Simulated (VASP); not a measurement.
Crystal: ZrB2.

```
Zr B
1.0
     3.17000    0.00000    0.00000
    -1.58500    2.74530    0.00000
     0.00000    0.00000    3.53300
Zr B
1 2
Direct
  0.00000 0.00000 0.00000
  0.66667 0.33333 0.50000
  0.33333 0.66667 0.50000
```

| Quantity | Value |
| --- | --- |
| Program | VASP 6.6.1 |
| Task | relaxation of cell and atoms |
| Functional | RPBE |
| Potentials or basis | VASP PAW PBE potentials, release 64 (Zr_sv, B) |
| Cutoff | 600 eV |
| k mesh | 10 × 10 × 8 |
| Occupations | fermi-dirac, width 0.05 eV |
| Spin | no spin polarisation |

At the start: pressure 4.4 GPa; volume 10.25 Å³/atom.

How do energy, volume and symmetry change on relaxing?

Over 5 steps the energy falls by 2.7 meV/atom and the volume is 10.44 Å³/atom (+1.9 %); space group P6/mmm (No. 191, to 0.05 Å).

Step by step:
| step | energy change (eV) | largest force (eV/Å) | pressure (GPa) | volume (Å³) |
| --- | --- | --- | --- | --- |
| 1 | 0.0000 | 0.0000 | 4.44 | 30.75 |
| 2 | 0.0027 | 0.0000 | -4.87 | 32.03 |
| 3 | -0.0080 | 0.0000 | -0.05 | 31.33 |
| 4 | -0.0080 | 0.0000 | 0.04 | 31.32 |
| 5 | -0.0081 | 0.0000 | 0.07 | 31.32 |

Final structure:
```
Zr B
1.0
     3.18577    0.00000    0.00000
    -1.59289    2.75896    0.00000
     0.00000    0.00000    3.56330
Zr B
1 2
Direct
  0.00000 0.00000 0.00000
  0.66667 0.33333 0.50000
  0.33333 0.66667 0.50000
```

Caveat: the PAW data sets were made with another functional, which shifts forces and pressure a little.
